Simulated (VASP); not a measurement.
**Ge2Bi2S: relaxation of cell and atoms with PBE**

The system is Ge2Bi2S.

```
CELL_PARAMETERS angstrom
5.49876 0.00000 0.00000
0.00000 5.49876 0.00000
0.00000 0.00000 5.24239
ATOMIC_POSITIONS crystal
Ge 0.50000 0.00000 0.50000
Ge 0.00000 0.50000 0.50000
Bi 0.50000 0.50000 0.00000
Bi 0.00000 0.00000 0.50000
S 0.00000 0.00000 0.00000
```

The cell was generated, and may not be a known phase.

| Quantity | Value |
| --- | --- |
| Program | VASP 6.6.1 |
| Task | relaxation of cell and atoms |
| Functional | PBE |
| Potentials or basis | VASP PAW PBE potentials, release 64 (Ge_d, Bi_d, S) |
| Cutoff | 600 eV |
| k mesh | 8 × 8 × 8 |
| Occupations | gaussian, width 0.1 eV |
| Spin | no spin polarisation |
| Dipole correction | no |
| Further INCAR settings | ALGO = Fast; EDIFF = 1e-06; IBRION = 2; EDIFFG = -0.01; NSW = 100; ISIF = 3 |

```json
{
  "Relaxed volume": "31.76 Å³/atom",
  "Relaxed cell": "a = 5.553 Å, b = 5.553 Å, c = 5.150 Å, α = 90.00°, β = 90.00°, γ = 90.00°",
  "Space group after relaxing (to 0.1 Å)": "P4/mmm (No. 123)",
  "Energy gained by relaxing": "4.3 meV/atom",
  "Ionic steps": "5",
  "Pressure after relaxing": "0.0 GPa",
  "Band gap on the k mesh": "zero (bands 32 and 33 overlap by 1.81 eV)"
}
```

The path:
```tsv
step	energy change (eV)	largest force (eV/Å)	pressure (GPa)	volume (Å³)
1	0.0000	0.0000	-0.01	158.51
2	-0.0210	0.0000	0.06	158.43
3	-0.0216	0.0000	0.08	158.41
4	-0.0216	0.0000	0.08	158.41
5	-0.0217	0.0000	-0.01	158.79
```

Final structure:
```yaml
crystal:
  lattice:
    - [5.55287, 0.00000, 0.00000]
    - [0.00000, 5.55287, 0.00000]
    - [0.00000, 0.00000, 5.14964]
  atoms:
    - { symbol: Ge, position: [0.50000, 0.00000, 0.50000] }
    - { symbol: Ge, position: [0.00000, 0.50000, 0.50000] }
    - { symbol: Bi, position: [0.50000, 0.50000, 0.00000] }
    - { symbol: Bi, position: [0.00000, 0.00000, 0.50000] }
    - { symbol: S, position: [0.00000, 0.00000, 0.00000] }
```

Levels at points of the mesh, in eV from the Fermi level:
```csv
k point,band 29,band 30,band 31,band 32,band 33,band 34,band 35,band 36
"(0.00, 0.00, 0.00)",-1.02,-0.99,-0.99,-0.50,-0.50,1.01,2.66,2.66
"(0.50, 0.00, 0.00)",-1.44,-1.04,-0.83,-0.16,-0.07,0.66,1.97,2.00
"(0.50, 0.50, 0.00)",-1.20,-0.03,0.16,0.16,0.36,0.36,1.22,2.06
"(0.00, 0.00, 0.50)",-2.20,-0.66,-0.56,0.06,0.43,0.59,0.59,0.81
"(0.50, 0.00, 0.50)",-1.89,-1.63,-0.58,-0.13,-0.13,1.03,1.16,1.44
"(0.50, 0.50, 0.50)",-0.78,0.23,0.23,1.31,1.44,1.53,1.53,2.33
```

It took 59 min on 1 thread of Oxide Virtual Turin-like Processor (shared host), peak memory 0.63 GiB.

Caveat: spin-orbit coupling is left out, which moves the levels of the heavy elements.
